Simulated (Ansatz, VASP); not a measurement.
Two plane-wave programs on Sb

```
Sb
1.0
     4.30840    2.48746    7.51600
    -4.30840    2.48746    7.51600
     0.00000   -4.97491    7.51600
Sb
16
Direct
  0.11675 0.11675 0.11675
  0.11675 0.11675 0.61674
  0.11675 0.61674 0.11675
  0.11675 0.61674 0.61674
  0.61674 0.11675 0.11675
  0.61674 0.11675 0.61674
  0.61674 0.61674 0.11675
  0.61674 0.61674 0.61674
  0.38326 0.38326 0.38326
  0.38326 0.38326 0.88326
  0.38326 0.88326 0.38326
  0.38326 0.88326 0.88326
  0.88326 0.38326 0.38326
  0.88326 0.38326 0.88326
  0.88326 0.88326 0.38326
  0.88326 0.88326 0.88326
```

Alike in both runs: task electric field gradients; functional r2SCAN; k mesh 5 × 5 × 5; occupations fermi-dirac, width 0.05 eV; no spin polarisation.

|  | VASP | Ansatz |
| --- | --- | --- |
| version | VASP 6.6.1 | Ansatz 0.2.0 |
| potentials or method | VASP PAW PBE potentials, release 64 (Sb) | plane-wave PAW, scalar-relativistic |
| plane-wave cutoff (eV) | 520 | 500 |
| valence electrons in the cell | 80 | 240 |

Ansatz gave:

| Item | Value |
| --- | --- |
| rms of the force components (eV/Å) | 0.012 |
| size of Vzz on the site where it differs most (V/Å²) | 61.5 |

Task: What did VASP give for the same quantities?

Result: rms of the force components (eV/Å): 0.046; size of Vzz on the site where it differs most (V/Å²): 57.9.

VASP's potentials were made for PBE, not for r2SCAN. Atom by atom the forces differ by 0.034 eV/Å (rms over components). The functional is the same, so the differences come from potentials, cutoffs and numerics. VASP's potentials hold 80 valence electrons a cell and Ansatz's 240, so a difference there can come from the potentials and not from the codes.

Neither program's run includes spin-orbit coupling.
